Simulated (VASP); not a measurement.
# Pb (Fm-3m) in VASP: settings compared

The runs below take Pb through single point, with PBE, LDA.

Program: VASP 6.6.1. These are calculated values, not measurements. Logs are shortened: lines on timing, memory, paths and dates and some standing lists are left out, and cuts for length are marked.

## (1) The cell of the first run

Symmetry: Fm-3m, No. 225, cubic system. The conventional cell has a = 4.950 Å, b = 4.950 Å, c = 4.950 Å, α = 90.00°, β = 90.00°, γ = 90.00°. Pb (site symmetry m-3m) has 12 Pb at 3.50 Å within 4.6 Å.

## (2) Single point, PBE

Contents of INCAR:

```
PREC = Accurate
ENCUT = 520
EDIFF = 1E-6
ISMEAR = -1
SIGMA = 0.05
LREAL = False
LASPH = True
NELM = 80
ALGO = Normal
ISIF = 2
LWAVE = False
LCHARG = False
GGA = PE
NBANDS = 13
```

Contents of KPOINTS:

```
Automatic mesh
0
Gamma
  4 4 4
```

Contents of POSCAR:

```
Pb
1.0
    0.0000000000      2.4750200000      2.4750200000
    2.4750200000      0.0000000000      2.4750200000
    2.4750200000      2.4750200000      0.0000000000
Pb
1
Direct
    0.0000000000      0.0000000000      0.0000000000
```

Potentials or basis: VASP PAW PBE potentials, release 64 (Pb_d).

Run with:

```console
$ cat potpaw_PBE.64/Pb_d/POTCAR > POTCAR
$ mpirun -np 1 vasp_std > vasp.out
```

OUTCAR:

```text
PREC = Accurate
   ENCUT = 520
   EDIFF = 1E-6
   ISMEAR = -1
   LREAL = False
   LASPH = True
   NELM = 80
   ISIF = 2
   GGA = PE

 ion  position               nearest neighbor table
   1  0.000  0.000  0.000-

  LATTYP: Found a face centered cubic cell.
 ALAT       =     4.9500400000

  Lattice vectors:

 A1 = (   0.0000000000,   2.4750200000,   2.4750200000)
 A2 = (   2.4750200000,   0.0000000000,   2.4750200000)
 A3 = (   2.4750200000,   2.4750200000,   0.0000000000)

Analysis of symmetry for initial positions (statically):
[... 5 lines left out ...]
 face centered cubic supercell.

 Subroutine GETGRP returns: Found 48 space group operations
 (whereof 48 operations were pure point group operations)
 out of a pool of 48 trial point group operations.

The static configuration has the point symmetry O_h .

Analysis of symmetry for dynamics (positions and initial velocities):
[... 5 lines left out ...]
 face centered cubic supercell.

 Subroutine GETGRP returns: Found 48 space group operations
 (whereof 48 operations were pure point group operations)
 out of a pool of 48 trial point group operations.

The dynamic configuration has the point symmetry O_h .

 Subroutine INISYM returns: Found 48 space group operations
 (whereof 48 operations are pure point group operations),
 and found     1 'primitive' translations

----------------------------------------------------------------------------------------

                                     Primitive cell

  volume of cell :      30.3226

  direct lattice vectors                    reciprocal lattice vectors
     0.000000000  2.475020000  2.475020000    -0.202018570  0.202018570  0.202018570
     2.475020000  0.000000000  2.475020000     0.202018570 -0.202018570  0.202018570
     2.475020000  2.475020000  0.000000000     0.202018570  0.202018570 -0.202018570

  length of vectors
     3.500206851  3.500206851  3.500206851     0.349906427  0.349906427  0.349906427

  position of ions in fractional coordinates (direct lattice)
     0.000000000  0.000000000  0.000000000

  ion indices of the primitive-cell ions
   primitive index   ion index
                 1           1

----------------------------------------------------------------------------------------

 KPOINTS: Automatic mesh

Automatic generation of k-mesh.
 Grid dimensions read from file:
 generate k-points for:    4    4    4

 Generating k-lattice:

[... 47 lines left out ...]
   NSW    =      0    number of steps for IOM
   IBRION =     -1    ionic relax: 0-MD 1-quasi-New 2-CG
   NFREE  =      0    steps in history (QN), initial steepest desc. (CG)
   ISIF   =      2    stress and relaxation
   ISYM   =      2    0-nonsym 1-usesym 2-fastsym
   POTIM  = 0.5000    time-step for ionic-motion
   TEBEG  =    0.0;   TEEND  =   0.0 temperature during run
   PSTRESS=    0.0 pullay stress
   NELECT =      14.0000    total number of electrons
   NUPDOWN=      -1.0000    fix difference up-down
   EMIN   =  10.00;   EMAX   =-10.00  energy-range for DOS
   EFERMI =   0.00;   METHOD = LEGACY
   ISMEAR =    -1;   SIGMA  =   0.05  broadening in eV -4-tet -1-fermi 0-gaus
   EFERMI_NEDOS =   21; number of points for ismear=-14 and -15
   IALGO  =     38    algorithm
   IMIX   =      4    mixing-type and parameters
     AMIX     =   0.40;   BMIX     =  1.00
     AMIX_MAG =   1.60;   BMIX_MAG =  1.00
  volume/ion in A,a.u.               =      30.32       204.63
  Fermi-wavevector in a.u.,A,eV,Ry     =   1.265306  2.391081 21.782907  1.600999
  Thomas-Fermi vector in A             =   2.398566
   LORBIT       =      0    0 simple, 1 ext, 2 COOP (PROOUT), +10 PAW based schemes
   GGA     = PE    functional components
   LHFCALC =     F    Hartree Fock is set to
   AEXX    =    0.0000 exact exchange contribution
   IVDW    =     0    specifies the selected vdW correction
   LEPSILON=     F    determine dielectric tensor
   LRPA    =     F    only Hartree local field effects (RPA)
 non-spin polarized calculation
  energy-cutoff  :      520.00
  volume of cell :       30.32
 maximum number of plane-waves:       869
 NGX is ok and might be reduce to    28
   NGX = 13   NGY = 13   NGZ = 13

 number of electron      13.9999999 magnetization

 Free energy of the ion-electron system (eV)
  ---------------------------------------------------
  ext. energy  EPLUGINS =         0.00000000
  ---------------------------------------------------
  free energy    TOTEN  =        -3.39122063 eV

  energy without entropy =       -3.37783803  energy(sigma->0) =       -3.38452933

 E-fermi :   7.6694     XC(G=0): -10.1988

 val. band max:        7.5332554443   @ k =  -0.2500   0.5000   0.2500
 cond. band min:       7.7166083431   @ k =  -0.2500   0.2500   0.0000
 fundamental gap:      0.1833528988
 Fermi energy:         7.6694317899

 k-point     1 :       0.0000    0.0000    0.0000
  band No.  band energies     occupation
      1      -9.8388      2.00000
      2      -9.8388      2.00000
      3      -9.8388      2.00000
      4      -9.6926      2.00000
      5      -9.6926      2.00000
      6      -4.4914      2.00000
      7      14.6829      0.00000
      8      14.6829      0.00000
      9      14.6829      0.00000
     10      17.0398      0.00000
     11      18.5931      0.00000
     12      19.7520      0.00000
     13      19.7520      0.00000
[... 98 lines left out ...]
  band No.  band energies     occupation
      1      -9.8192      2.00000
      2      -9.7784      2.00000
      3      -9.7784      2.00000
      4      -9.6456      2.00000
      5      -9.5308      2.00000
      6       0.6438      2.00000
      7       5.8967      2.00000
      8       5.8967      2.00000
      9       7.5333      1.87680
     10      18.1228      0.00000
     11      19.4377      0.00000
     12      19.4377      0.00000
     13      20.0923      0.00000

------------------------ aborting loop because EDIFF is reached ----------------------------------------

  FORCE on cell =-STRESS in cart. coord.  units (eV):
  Direction    XX          YY          ZZ          XY          YZ          ZX
  --------------------------------------------------------------------------------------
  -------------------------------------------------------------------------------------
  Total        0.3462684      0.3462684      0.3462684      0.0000000     -0.0000000     -0.0000000
  in kB       18.2960461     18.2960461     18.2960461      0.0000000     -0.0000000     -0.0000000
  external PRESSURE =      18.2960461 kB  Pullay stress =       0.0000000 kB

 VOLUME and BASIS-vectors are now :
 -----------------------------------------------------------------------------
  energy-cutoff  :      520.00
  volume of cell :       30.32
      direct lattice vectors                 reciprocal lattice vectors
     0.000000000  2.475020000  2.475020000    -0.202018570  0.202018570  0.202018570
     2.475020000  0.000000000  2.475020000     0.202018570 -0.202018570  0.202018570
     2.475020000  2.475020000  0.000000000     0.202018570  0.202018570 -0.202018570

 POSITION                                       TOTAL-FORCE (eV/Angst)
 -----------------------------------------------------------------------------------
      0.00000      0.00000      0.00000         0.000000     -0.000000      0.000000
 -----------------------------------------------------------------------------------
    total drift:                               -0.000000     -0.000000     -0.000000

  FREE ENERGIE OF THE ION-ELECTRON SYSTEM (eV)
  ---------------------------------------------------
  free  energy   TOTEN  =        -3.3912206258 eV

  energy  without entropy=       -3.3778380343  energy(sigma->0) =       -3.38452933
```

OSZICAR:

```text
N       E                     dE             d eps       ncg     rms          rms(c)
DAV:   1     0.110694680516E+03    0.11069E+03   -0.73671E+03   208   0.125E+03
DAV:   2     0.191029130017E+01   -0.10878E+03   -0.10599E+03   238   0.314E+02
DAV:   3    -0.327911603992E+01   -0.51894E+01   -0.51816E+01   251   0.729E+01
DAV:   4    -0.340221436933E+01   -0.12310E+00   -0.12308E+00   261   0.124E+01
DAV:   5    -0.340569516582E+01   -0.34808E-02   -0.34807E-02   288   0.176E+00    0.537E-01
DAV:   6    -0.339415619110E+01    0.11539E-01   -0.14934E-02   268   0.218E+00    0.272E-01
DAV:   7    -0.339131357830E+01    0.28426E-02   -0.66835E-03   268   0.132E+00    0.976E-02
DAV:   8    -0.339121883370E+01    0.94745E-04   -0.50668E-04   280   0.325E-01    0.919E-03
DAV:   9    -0.339122142706E+01   -0.25934E-05   -0.50725E-06   254   0.219E-02    0.445E-03
DAV:  10    -0.339122062584E+01    0.80122E-06   -0.62129E-07   179   0.705E-03
   1 F= -.33912206E+01 E0= -.33845293E+01  d E =-.133826E-01
```

It took 2.6 s on 1 thread of Intel Xeon 6975P-C (Granite Rapids), shared host; peak memory 0.15 GiB.

Results:

| Quantity | Value |
| --- | --- |
| Free energy | -3.3912 eV |
| Pressure | 1.8 GPa |
| Band gap on the k mesh | zero (band 7 reaches 14.68 eV, above the bottom of band 8 at 5.90 eV) |

Caveat: the k points lie up to 0.55 Å⁻¹ apart; spin-orbit coupling is left out, which moves the levels of the heavy elements.

## (3) Single point, LDA

This run uses another cell than the first one, of 28.50 Å³/atom, 0.940 times its volume.

Contents of INCAR:

```
SYSTEM = Pb
PREC = Accurate
ENCUT = 520
EDIFF = 1E-6
ISMEAR = -1
SIGMA = 0.05
LREAL = .FALSE.
LASPH = .TRUE.
NELM = 80
ALGO = Normal
ISIF = 2
LWAVE = .FALSE.
LCHARG = .FALSE.
NBANDS = 13
```

Contents of KPOINTS:

```
Automatic mesh
0
G
  9 9 9
  0 0 0
```

Contents of POSCAR:

```
Pb
1.0
    0.0000000000      2.4244952108      2.4244952108
    2.4244952108      0.0000000000      2.4244952108
    2.4244952108      2.4244952108      0.0000000000
Pb
1
Direct
    0.0000000000      0.0000000000      0.0000000000
```

Potentials or basis: VASP PAW LDA potentials, release 64 (Pb_d).

Run with:

```console
$ cat potpaw_LDA.64/Pb_d/POTCAR > POTCAR
$ mpirun -np 1 vasp_std > vasp.out
```

Run time: 5.9 s. Hardware: 1 thread of Intel Xeon 6975P-C (Granite Rapids), shared host; peak memory 0.14 GiB.

The run converged. Its results:

- Free energy: -4.2708 eV
- Pressure: 1.1 GPa
- Band gap on the k mesh: zero (band 7 reaches 15.57 eV, above the bottom of band 8 at 6.05 eV)

Levels at points of the mesh, in eV from the Fermi level:
```
           k point  band 4  band 5  band 6  band 7  band 8  band 9  band 10  band 11
(0.00, 0.00, 0.00)  -16.71  -16.71  -12.02    8.03    8.03    8.03    10.04    12.45
```

Caveat: spin-orbit coupling is left out, which moves the levels of the heavy elements.
